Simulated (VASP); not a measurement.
AlN: single point with PBE

AlN:

```
CELL_PARAMETERS angstrom
-3.13024 0.00000 0.00000
-1.56512 -2.71087 0.00000
-2.73880 -1.58125 10.03596
ATOMIC_POSITIONS crystal
Al 0.80567 0.80567 0.90461
Al 0.09732 0.09732 0.40461
Al 0.57648 0.57648 0.15461
Al 0.28483 0.28483 0.65461
N 0.27769 0.27769 0.09539
N 0.98604 0.98604 0.59539
N 0.46520 0.46520 0.34539
N 0.17355 0.17355 0.84539
```

```json
{
  "Program": "VASP 6.6.1",
  "Task": "single point",
  "Functional": "PBE",
  "Potentials or basis": "VASP PAW PBE potentials, release 64 (Al, N)",
  "Cutoff": "520 eV",
  "k mesh": "8 × 8 × 3",
  "Occupations": "gaussian, width 0.05 eV",
  "Spin": "no spin polarisation",
  "Dipole correction": "no",
  "Further INCAR settings": "ALGO = Normal; EDIFF = 1e-06; NBANDS = 26"
}
```

| Item | Value |
| --- | --- |
| Pressure | -1.6 GPa |
| Largest force | 1.764 eV/Å |
| Band gap on the k mesh | 3.06 eV, indirect (least direct gap 3.19 eV) |

Forces in eV/Å, atoms in the order of the input:
```
Al  -0.574 -0.331 -0.766
Al   0.004  0.002 -0.049
Al   0.348  0.201  1.717
Al   0.038  0.022 -0.029
N   -0.113 -0.065 -0.642
N    0.016  0.009 -0.012
N   -0.033 -0.019  0.032
N    0.314  0.181 -0.252
```

Stress tensor (GPa, compression positive):
```
-3.61  2.98  0.27
 2.98 -7.05  0.16
 0.27  0.16  5.81
```

Levels at points of the mesh, in eV from the valence-band top:
```
           k point  band 13  band 14  band 15  band 16  band 17  band 18  band 19  band 20
(0.00, 0.00, 0.00)    -0.74    -0.54    -0.44     0.00     3.19     5.35     6.06     6.28
(0.50, 0.00, 0.00)    -1.79    -1.65    -1.06    -0.74     3.21     5.21     5.41     6.30
(0.50, 0.50, 0.00)    -1.72    -1.56    -1.06    -0.99     3.08     5.07     5.43     6.11
```

It took 3.5 min on 1 thread of Intel Xeon 8259CL, on a shared host, peak memory 0.25 GiB.

Caveat: forces of over 1 eV/Å act on the atoms, so gaps and moduli don't describe the material at rest. A k mesh can miss the band edges.
